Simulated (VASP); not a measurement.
Set up this calculation in VASP 6.6.1, as the native input.

```yaml
Task: single point
Functional: PBEsol
Potentials_or_basis: VASP PAW PBE potentials, release 64 (In_d, Sb)
Cutoff: 500 eV
k_mesh: 8 × 8 × 8
Occupations: fermi-dirac, width 0.1 eV
Spin: no spin polarisation
Dipole_correction: no
Further_INCAR_settings: ALGO = Normal; EDIFF = 1e-06; NBANDS = 16
```

The structure of InSb lies in POSCAR:

```
InSb
1.0
    0.0000000000      3.2605019204      3.2605019204
    3.2605019204      0.0000000000      3.2605019204
    3.2605019204      3.2605019204      0.0000000000
In Sb
1 1
Direct
    0.0000000000      0.0000000000      0.0000000000
    0.7500000000      0.7500000000      0.7500000000
```

One way to write it, as run:

INCAR

```
SYSTEM = InSb
PREC = Accurate ; ENCUT = 500
EDIFF = 1E-6 ; ISMEAR = -1
SIGMA = 0.1 ; LREAL = .False.
LASPH = .True. ; NELM = 120
ALGO = Normal ; ISIF = 2
LWAVE = .False. ; LCHARG = .False.
GGA = PS ; NBANDS = 16
GGA_COMPAT = .False.
```

KPOINTS

```
Automatic mesh
0
Gamma
  8 8 8
  0 0 0
```

Potentials or basis: VASP PAW PBE potentials, release 64 (In_d, Sb).

The run is started by

```sh
$ cat potpaw_PBE.64/In_d/POTCAR potpaw_PBE.64/Sb/POTCAR > POTCAR
$ mpirun -np 1 vasp_std > vasp.out
```

It gave:

```
Pressure               : 0.0 GPa
Band gap on the k mesh : zero (filled and empty bands touch)
```

Caveat: semilocal functionals underestimate gaps, and a narrow one can read as zero; the PAW data sets were made with another functional, which shifts forces and pressure a little; spin-orbit coupling is left out, which moves the levels of the heavy elements.

Wall time 36 s on 1 thread of AMD EPYC 7R43 64-Core Processor (Zen 3), on a shared host, peak memory 0.18 GiB.
